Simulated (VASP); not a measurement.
# SiGe4Pt (F-43m) in VASP: a series of runs

The runs below take SiGe4Pt through single point, relaxation of cell and atoms, with PBE.

All numbers are computed with VASP 6.6.1; they aren't measurements. Logs are shortened: lines on timing, memory, paths and dates and some standing lists are left out, and cuts for length are marked.

## Step 1: The cell of the first run

Symmetry: F-43m, No. 216, cubic system. Conventional cell: a = 7.773 Å, b = 7.773 Å, c = 7.773 Å, α = 90.00°, β = 90.00°, γ = 90.00°. Si (site symmetry -43m) has 12 Ge at 3.22 Å and 4 Pt at 3.37 Å within 4.2 Å. Within 3.6 Å of Ge (site symmetry 3m) lie 6 Ge at 2.75 Å and 3 Si at 3.22 Å and 3 Pt at 3.22 Å. Pt (site symmetry -43m) has 12 Ge at 3.22 Å and 4 Si at 3.37 Å within 4.2 Å.

The cell was built from a structure type or drawn by symmetry, and may not be a known phase.

## Step 2: Single point, PBE

Contents of INCAR:

```
SYSTEM = SiGe4Pt
PREC = Accurate ; ENCUT = 520
EDIFF = 1E-6 ; ISMEAR = 0
SIGMA = 0.1 ; LREAL = .False.
LASPH = .True. ; NELM = 60
ALGO = Normal ; ISIF = 2
LWAVE = .False. ; LCHARG = .False.
GGA = PE ; NBANDS = 44
```

Contents of KPOINTS:

```
regular mesh
0
Gamma
  4 4 4
  0 0 0
```

Contents of POSCAR:

```
SiGe4Pt
1.0
    0.0000000000      3.8863209700      3.8863209700
    3.8863209700      0.0000000000      3.8863209700
    3.8863209700      3.8863209700      0.0000000000
Si Ge Pt
1 4 1
Direct
    0.0000000000      0.0000000000      0.0000000000
    0.8753639800      0.3748786700      0.3748786700
    0.3748786700      0.3748786700      0.3748786700
    0.3748786700      0.8753639800      0.3748786700
    0.3748786700      0.3748786700      0.8753639800
    0.7500000000      0.7500000000      0.7500000000
```

Potentials or basis: VASP PAW PBE potentials, release 64 (Si, Ge_d, Pt).

Run with:

```
> cat potpaw_PBE.64/Si/POTCAR potpaw_PBE.64/Ge_d/POTCAR potpaw_PBE.64/Pt/POTCAR > POTCAR
> mpirun -np 1 vasp_std > vasp.out
```

OUTCAR:

```text
SYSTEM = SiGe4Pt
   PREC = Accurate
   ENCUT = 520
   EDIFF = 1E-6
   ISMEAR = 0
   LREAL = .False.
   LASPH = .True.
   NELM = 60
   ISIF = 2
   GGA = PE

 ion  position               nearest neighbor table
   1  0.000  0.000  0.000-
   2  0.875  0.375  0.375-   3 2.75   4 2.75   5 2.75   4 2.75   5 2.75   3 2.75
   3  0.375  0.375  0.375-   2 2.75   4 2.75   5 2.75   2 2.75   4 2.75   5 2.75
   4  0.375  0.875  0.375-   2 2.75   3 2.75   5 2.75   2 2.75   5 2.75   3 2.75
   5  0.375  0.375  0.875-   2 2.75   3 2.75   4 2.75   4 2.75   2 2.75   3 2.75
   6  0.750  0.750  0.750-

  LATTYP: Found a face centered cubic cell.
 ALAT       =     7.7726419400

  Lattice vectors:

 A1 = (   0.0000000000,   3.8863209700,   3.8863209700)
 A2 = (   3.8863209700,   0.0000000000,   3.8863209700)
 A3 = (   3.8863209700,   3.8863209700,   0.0000000000)

Analysis of symmetry for initial positions (statically):
=====================================================================
 Subroutine PRICEL returns:
 Original cell was already a primitive cell.

 Routine SETGRP: Setting up the symmetry group for a
 face centered cubic supercell.

 Subroutine GETGRP returns: Found 24 space group operations
 (whereof 24 operations were pure point group operations)
 out of a pool of 48 trial point group operations.

The static configuration has the point symmetry T_d .

Analysis of symmetry for dynamics (positions and initial velocities):
=====================================================================
 Subroutine PRICEL returns:
 Original cell was already a primitive cell.

 Routine SETGRP: Setting up the symmetry group for a
 face centered cubic supercell.

 Subroutine GETGRP returns: Found 24 space group operations
 (whereof 24 operations were pure point group operations)
 out of a pool of 48 trial point group operations.

The dynamic configuration has the point symmetry T_d .

 Subroutine INISYM returns: Found 24 space group operations
 (whereof 24 operations are pure point group operations),
 and found     1 'primitive' translations

----------------------------------------------------------------------------------------

                                     Primitive cell

  volume of cell :     117.3940

  direct lattice vectors                    reciprocal lattice vectors
     0.000000000  3.886320970  3.886320970    -0.128656383  0.128656383  0.128656383
     3.886320970  0.000000000  3.886320970     0.128656383 -0.128656383  0.128656383
[... 81 lines left out ...]
   NFREE  =      0    steps in history (QN), initial steepest desc. (CG)
   ISIF   =      2    stress and relaxation
   ISYM   =      2    0-nonsym 1-usesym 2-fastsym
   POTIM  = 0.5000    time-step for ionic-motion
   TEBEG  =    0.0;   TEEND  =   0.0 temperature during run
   PSTRESS=    0.0 pullay stress
   NELECT =      70.0000    total number of electrons
   NUPDOWN=      -1.0000    fix difference up-down
   EMIN   =  10.00;   EMAX   =-10.00  energy-range for DOS
   EFERMI =   0.00;   METHOD = LEGACY
   ISMEAR =     0;   SIGMA  =   0.10  broadening in eV -4-tet -1-fermi 0-gaus
   EFERMI_NEDOS =   21; number of points for ismear=-14 and -15
   IALGO  =     38    algorithm
   IMIX   =      4    mixing-type and parameters
     AMIX     =   0.40;   BMIX     =  1.00
     AMIX_MAG =   1.60;   BMIX_MAG =  1.00
  volume/ion in A,a.u.               =      19.57       132.04
  Fermi-wavevector in a.u.,A,eV,Ry     =   1.377925  2.603900 25.833065  1.898677
  Thomas-Fermi vector in A             =   2.503033
   LORBIT       =      0    0 simple, 1 ext, 2 COOP (PROOUT), +10 PAW based schemes
   GGA     = PE    functional components
   LHFCALC =     F    Hartree Fock is set to
   AEXX    =    0.0000 exact exchange contribution
   IVDW    =     0    specifies the selected vdW correction
   LEPSILON=     F    determine dielectric tensor
   LRPA    =     F    only Hartree local field effects (RPA)
 non-spin polarized calculation
 Gauss-broadening in eV      SIGMA  =   0.10
  energy-cutoff  :      520.00
  volume of cell :      117.39
 maximum number of plane-waves:      3178
 NGX is ok and might be reduce to    42
   NGX = 21   NGY = 21   NGZ = 21

 number of electron      70.0000034 magnetization

 Free energy of the ion-electron system (eV)
  ---------------------------------------------------
  ext. energy  EPLUGINS =         0.00000000
  ---------------------------------------------------
  free energy    TOTEN  =       -25.78523480 eV

  energy without entropy =      -25.74908522  energy(sigma->0) =      -25.76716001

 E-fermi :   6.7799     XC(G=0): -11.0379

 val. band max:        6.7445651496   @ k =  -0.2500   0.5000   0.2500
 cond. band min:       6.7824235445   @ k =   0.0000   0.0000   0.0000
 fundamental gap:      0.0378583949
 Fermi energy:         6.7798706925

 k-point     1 :       0.0000    0.0000    0.0000
  band No.  band energies     occupation
      1     -18.4183      2.00000
      2     -18.3625      2.00000
      3     -18.3625      2.00000
      4     -18.3612      2.00000
      5     -18.3612      2.00000
      6     -18.3612      2.00000
[... 365 lines left out ...]
     43      10.9023      0.00000
     44      11.4172      0.00000

------------------------ aborting loop because EDIFF is reached ----------------------------------------

  FORCE on cell =-STRESS in cart. coord.  units (eV):
  Direction    XX          YY          ZZ          XY          YZ          ZX
  --------------------------------------------------------------------------------------
  -------------------------------------------------------------------------------------
  Total       -1.6304895     -1.6304895     -1.6304895     -0.0000000     -0.0000000     -0.0000000
  in kB      -22.2526943    -22.2526943    -22.2526943     -0.0000000     -0.0000000     -0.0000000
  external PRESSURE =     -22.2526943 kB  Pullay stress =       0.0000000 kB

 VOLUME and BASIS-vectors are now :
 -----------------------------------------------------------------------------
  energy-cutoff  :      520.00
  volume of cell :      117.39
      direct lattice vectors                 reciprocal lattice vectors
     0.000000000  3.886320970  3.886320970    -0.128656383  0.128656383  0.128656383
     3.886320970  0.000000000  3.886320970     0.128656383 -0.128656383  0.128656383
     3.886320970  3.886320970  0.000000000     0.128656383  0.128656383 -0.128656383

 POSITION                                       TOTAL-FORCE (eV/Angst)
 -----------------------------------------------------------------------------------
      0.00000      0.00000      0.00000        -0.000000     -0.000000      0.000000
      2.91380      4.85884      4.85884        -0.048537      0.048537      0.048537
      2.91380      2.91380      2.91380        -0.048537     -0.048537     -0.048537
      4.85884      2.91380      4.85884         0.048537     -0.048537      0.048537
      4.85884      4.85884      2.91380         0.048537      0.048537     -0.048537
      5.82948      5.82948      5.82948        -0.000000     -0.000000      0.000000
 -----------------------------------------------------------------------------------
    total drift:                                0.000043      0.000043      0.000043

  FREE ENERGIE OF THE ION-ELECTRON SYSTEM (eV)
  ---------------------------------------------------
  free  energy   TOTEN  =       -25.7852347965 eV

  energy  without entropy=      -25.7490852158  energy(sigma->0) =      -25.76716001
```

stdout:

```text
POSCAR found type information on POSCAR SiGePt
 POSCAR found :  3 types and       6 ions
 scaLAPACK will be used
 LDA part: xc-table for (Slater+PW92), standard interpolation
 POSCAR, INCAR and KPOINTS ok, starting setup
 FFT: planning ... GRIDC
 FFT: planning ... GRID_SOFT
 FFT: planning ... GRID
 WAVECAR not read
 entering main loop
```

It took 1.7 min on 1 thread of Intel Xeon 8259CL, shared host; peak memory 0.27 GiB.

Results:

```yaml
Free_energy: -25.7852 eV
Pressure: -2.2 GPa
Largest_force: 0.084 eV/Å
Band_gap_on_the_k_mesh: zero (bands 35 and 36 overlap by 0.90 eV)
```

Forces on the atoms (eV/Å):
```
Si   0.000  0.000  0.000
Ge  -0.049  0.049  0.049
Ge  -0.049 -0.049 -0.049
Ge   0.049 -0.049  0.049
Ge   0.049  0.049 -0.049
Pt   0.000  0.000  0.000
```

Caveat: spin-orbit coupling is left out, which moves the levels of the heavy elements.

## Step 3: Single point, PBE

This run uses another cell than the first one, of 18.93 Å³/atom.

Contents of INCAR:

```
PREC = Accurate ; ENCUT = 520
EDIFF = 1E-6 ; ISMEAR = 0
SIGMA = 0.1 ; LREAL = F
LASPH = T ; NELM = 80
ALGO = Normal ; ISIF = 2
LWAVE = F ; LCHARG = F
GGA = PE ; NBANDS = 44
```

Contents of KPOINTS:

```
regular mesh
0
Gamma
  8 8 8
```

Contents of POSCAR:

```
SiGe4Pt
1.0
    0.0000000000      3.8436422847      3.8436422847
    3.8436422847      0.0000000000      3.8436422847
    3.8436422847      3.8436422847      0.0000000000
Si Ge Pt
1 4 1
Direct
    0.0000000000      0.0000000000      0.0000000000
    0.8759128251      0.3746957250      0.3746957250
    0.3746957250      0.3746957250      0.3746957250
    0.3746957250      0.8759128251      0.3746957250
    0.3746957250      0.3746957250      0.8759128251
    0.7500000000      0.7500000000      0.7500000000
```

Potentials or basis: VASP PAW PBE potentials, release 64 (Si, Ge_d, Pt).

Run with:

```
> cat potpaw_PBE.64/Si/POTCAR potpaw_PBE.64/Ge_d/POTCAR potpaw_PBE.64/Pt/POTCAR > POTCAR
> mpirun -np 1 vasp_std > vasp.out
```

OUTCAR:

```text
PREC = Accurate
   ENCUT = 520
   EDIFF = 1E-6
   ISMEAR = 0
   LREAL = F
   LASPH = T
   NELM = 80
   ISIF = 2
   GGA = PE

 ion  position               nearest neighbor table
   1  0.000  0.000  0.000-
   2  0.876  0.375  0.375-   3 2.71   4 2.71   5 2.71   4 2.72   5 2.72   3 2.72   6 3.19   6 3.19
                             6 3.19
   3  0.375  0.375  0.375-   2 2.71   4 2.71   5 2.71   2 2.72   4 2.72   5 2.72   6 3.19   6 3.19
                             6 3.19
   4  0.375  0.876  0.375-   2 2.71   3 2.71   5 2.71   2 2.72   5 2.72   3 2.72   6 3.19   6 3.19
                             6 3.19
   5  0.375  0.375  0.876-   2 2.71   3 2.71   4 2.71   4 2.72   2 2.72   3 2.72   6 3.19   6 3.19
                             6 3.19
   6  0.750  0.750  0.750-   2 3.19   4 3.19   5 3.19   3 3.19   3 3.19   3 3.19   2 3.19   5 3.19
                             4 3.19   2 3.19   4 3.19   5 3.19

  LATTYP: Found a face centered cubic cell.
 ALAT       =     7.6872845694

  Lattice vectors:

 A1 = (   0.0000000000,   3.8436422847,   3.8436422847)
 A2 = (   3.8436422847,   0.0000000000,   3.8436422847)
 A3 = (   3.8436422847,   3.8436422847,   0.0000000000)

Analysis of symmetry for initial positions (statically):
=====================================================================
 Subroutine PRICEL returns:
 Original cell was already a primitive cell.

 Routine SETGRP: Setting up the symmetry group for a
 face centered cubic supercell.

 Subroutine GETGRP returns: Found 24 space group operations
 (whereof 24 operations were pure point group operations)
 out of a pool of 48 trial point group operations.

The static configuration has the point symmetry T_d .

Analysis of symmetry for dynamics (positions and initial velocities):
=====================================================================
 Subroutine PRICEL returns:
 Original cell was already a primitive cell.

 Routine SETGRP: Setting up the symmetry group for a
 face centered cubic supercell.

 Subroutine GETGRP returns: Found 24 space group operations
 (whereof 24 operations were pure point group operations)
[... 134 lines left out ...]
   LORBIT       =      0    0 simple, 1 ext, 2 COOP (PROOUT), +10 PAW based schemes
   GGA     = PE    functional components
   LHFCALC =     F    Hartree Fock is set to
   AEXX    =    0.0000 exact exchange contribution
   IVDW    =     0    specifies the selected vdW correction
   LEPSILON=     F    determine dielectric tensor
   LRPA    =     F    only Hartree local field effects (RPA)
 non-spin polarized calculation
 Gauss-broadening in eV      SIGMA  =   0.10
  energy-cutoff  :      520.00
  volume of cell :      113.57
 maximum number of plane-waves:      3119
   NGX = 21   NGY = 21   NGZ = 21

 number of electron      69.9999954 magnetization

 Free energy of the ion-electron system (eV)
  ---------------------------------------------------
  ext. energy  EPLUGINS =         0.00000000
  ---------------------------------------------------
  free energy    TOTEN  =       -26.02088504 eV

  energy without entropy =      -26.00219662  energy(sigma->0) =      -26.01154083

 E-fermi :   6.9959     XC(G=0): -11.2005

 val. band max:        6.9767661543   @ k =  -0.2500   0.2500   0.0000
 cond. band min:       7.0213180711   @ k =  -0.3750   0.1250   0.0000
 fundamental gap:      0.0445519168
 Fermi energy:         6.9959146019

 k-point     1 :       0.0000    0.0000    0.0000
  band No.  band energies     occupation
      1     -18.0141      2.00000
      2     -17.9510      2.00000
      3     -17.9510      2.00000
      4     -17.9502      2.00000
      5     -17.9502      2.00000
      6     -17.9502      2.00000
[... 1117 lines left out ...]
     43      11.1591      0.00000
     44      12.1428      0.00000

 [... further k-points ...]

------------------------ aborting loop because EDIFF is reached ----------------------------------------

  FORCE on cell =-STRESS in cart. coord.  units (eV):
  Direction    XX          YY          ZZ          XY          YZ          ZX
  --------------------------------------------------------------------------------------
  -------------------------------------------------------------------------------------
  Total       -0.0306803     -0.0306803     -0.0306803      0.0000000      0.0000000     -0.0000000
  in kB       -0.4328242     -0.4328242     -0.4328242      0.0000000      0.0000000     -0.0000000
  external PRESSURE =      -0.4328242 kB  Pullay stress =       0.0000000 kB

 VOLUME and BASIS-vectors are now :
 -----------------------------------------------------------------------------
  energy-cutoff  :      520.00
  volume of cell :      113.57
      direct lattice vectors                 reciprocal lattice vectors
     0.000000000  3.843642285  3.843642285    -0.130084946  0.130084946  0.130084946
     3.843642285  0.000000000  3.843642285     0.130084946 -0.130084946  0.130084946
     3.843642285  3.843642285  0.000000000     0.130084946  0.130084946 -0.130084946

 POSITION                                       TOTAL-FORCE (eV/Angst)
 -----------------------------------------------------------------------------------
      0.00000      0.00000      0.00000         0.000000      0.000000     -0.000000
      2.88039      4.80689      4.80689        -0.000406      0.000406      0.000406
      2.88039      2.88039      2.88039        -0.000406     -0.000406     -0.000406
      4.80689      2.88039      4.80689         0.000406     -0.000406      0.000406
      4.80689      4.80689      2.88039         0.000406      0.000406     -0.000406
      5.76546      5.76546      5.76546         0.000000      0.000000     -0.000000
 -----------------------------------------------------------------------------------
    total drift:                               -0.000000     -0.000000     -0.000000

  FREE ENERGIE OF THE ION-ELECTRON SYSTEM (eV)
  ---------------------------------------------------
  free  energy   TOTEN  =       -26.0208850433 eV

  energy  without entropy=      -26.0021966175  energy(sigma->0) =      -26.01154083
```

stdout:

```text
POSCAR found type information on POSCAR SiGePt
 POSCAR found :  3 types and       6 ions
 scaLAPACK will be used
 LDA part: xc-table for (Slater+PW92), standard interpolation
 POSCAR, INCAR and KPOINTS ok, starting setup
 FFT: planning ... GRIDC
 FFT: planning ... GRID_SOFT
 FFT: planning ... GRID
 WAVECAR not read
 entering main loop
```

Wall time 4 min (1 thread of Intel Xeon 8259CL, shared host); peak memory 0.32 GiB.

What came out:

| Property | Result |
| --- | --- |
| Free energy | -26.0209 eV |
| Pressure | 0.0 GPa |
| Band gap on the k mesh | zero (bands 35 and 36 overlap by 1.12 eV) |

Caveat: spin-orbit coupling is left out, which moves the levels of the heavy elements.

## Step 4: Relaxation of cell and atoms, PBE

Contents of INCAR:

```
  PREC = Accurate
  ENCUT = 600
  EDIFF = 1E-6
  ISMEAR = 0
  SIGMA = 0.1
  LREAL = F
  LASPH = T
  NELM = 100
  ALGO = Normal
  ISIF = 3
  LWAVE = F
  LCHARG = F
  GGA = PE
  IBRION = 2
  NSW = 100
  EDIFFG = -0.01
```

Contents of KPOINTS:

```
Automatic mesh
0
Gamma
  8 8 8
```

Contents of POSCAR:

```
SiGe4Pt
1.0
    0.0000000000      3.8863209700      3.8863209700
    3.8863209700      0.0000000000      3.8863209700
    3.8863209700      3.8863209700      0.0000000000
Si Ge Pt
1 4 1
Direct
    0.0000000000      0.0000000000      0.0000000000
    0.8753639800      0.3748786700      0.3748786700
    0.3748786700      0.3748786700      0.3748786700
    0.3748786700      0.8753639800      0.3748786700
    0.3748786700      0.3748786700      0.8753639800
    0.7500000000      0.7500000000      0.7500000000
```

Run with:

```
> cat potpaw_PBE.64/Si/POTCAR potpaw_PBE.64/Ge_d/POTCAR potpaw_PBE.64/Pt/POTCAR > POTCAR
> mpirun -np 1 vasp_std > vasp.out
```

Wall time 14 min (1 thread of Intel Xeon 8259CL, shared host); peak memory 0.43 GiB.

Results (log left out):

```yaml
Free_energy: -26.0215 eV
Relaxed_volume: 18.96 Å³/atom
Relaxed_cell: a = 5.438 Å, b = 5.438 Å, c = 5.438 Å, α = 60.00°, β = 60.00°, γ = 60.00°
Space_group_after_relaxing_to_0.1_Å: F-43m (No. 216)
Energy_gained_by_relaxing: 4.7 meV/atom
Ionic_steps: 5
Pressure_after_relaxing: -0.1 GPa
Largest_force_after_relaxing: 0.003 eV/Å
Band_gap_on_the_k_mesh: zero (bands 35 and 36 overlap by 1.12 eV)
```

Forces on the atoms (eV/Å):
```
Si   0.000  0.000  0.000
Ge  -0.002  0.002  0.002
Ge  -0.002 -0.002 -0.002
Ge   0.002 -0.002  0.002
Ge   0.002  0.002 -0.002
Pt   0.000  0.000  0.000
```

The path:
```csv
step,energy change (eV),largest force (eV/Å),pressure (GPa),volume (Å³)
1,0.0000,0.0310,-2.28,117.39
2,-0.0267,0.0225,0.69,112.72
3,-0.0282,0.0250,0.08,113.62
4,-0.0282,0.0250,-0.08,113.73
5,-0.0282,0.0033,-0.08,113.73
```

Final structure:
```xyz
6
Lattice="0.0000 3.8455 3.8455 3.8455 0.0000 3.8455 3.8455 3.8455 0.0000" Properties=species:S:1:pos:R:3 pbc="T T T"
Si    7.6909    7.6909    7.6909
Ge    2.8819    4.8091    4.8091
Ge    2.8819    2.8819    2.8819
Ge    4.8091    2.8819    4.8091
Ge    4.8091    4.8091    2.8819
Pt    5.7682    5.7682    5.7682
```

Levels at points of the mesh, in eV from the Fermi level:
```
           k point  band 32  band 33  band 34  band 35  band 36  band 37  band 38  band 39
(0.00, 0.00, 0.00)    -1.15    -1.15    -1.15     0.06     0.08     0.08     0.08     0.45
(0.50, 0.00, 0.00)    -1.57    -1.57    -0.68     0.32     0.45     0.45     1.25     1.25
(0.50, 0.50, 0.00)    -1.38    -0.41    -0.41     0.63     0.71     0.91     0.91     1.95
```

Caveat: spin-orbit coupling is left out, which moves the levels of the heavy elements.

## Step 5: Summary

| task | cell | k mesh | cutoff (eV) | gap on the mesh (eV) | pressure (GPa) |
| --- | --- | --- | --- | --- | --- |
| single point | a = 5.496 Å, angles 60.0°, 6 atoms | 4 × 4 × 4 | 520 | none | -2.2 |
| single point | a = 5.436 Å, angles 60.0°, 6 atoms | 8 × 8 × 8 | 520 | none | 0.0 |
| relaxation of cell and atoms | relaxed from a = 5.496 Å, angles 60.0°, 6 atoms | 8 × 8 × 8 | 600 | none | -0.1 |

Alike in all rows: level PBE; potentials or basis VASP PAW PBE potentials, release 64 (Si, Ge_d, Pt); no spin polarisation; smearing gaussian 0.1 eV.

Caveats: spin-orbit coupling is left out, which moves the levels of the heavy elements.

Absolute energies hang on the potentials; compare differences alone.
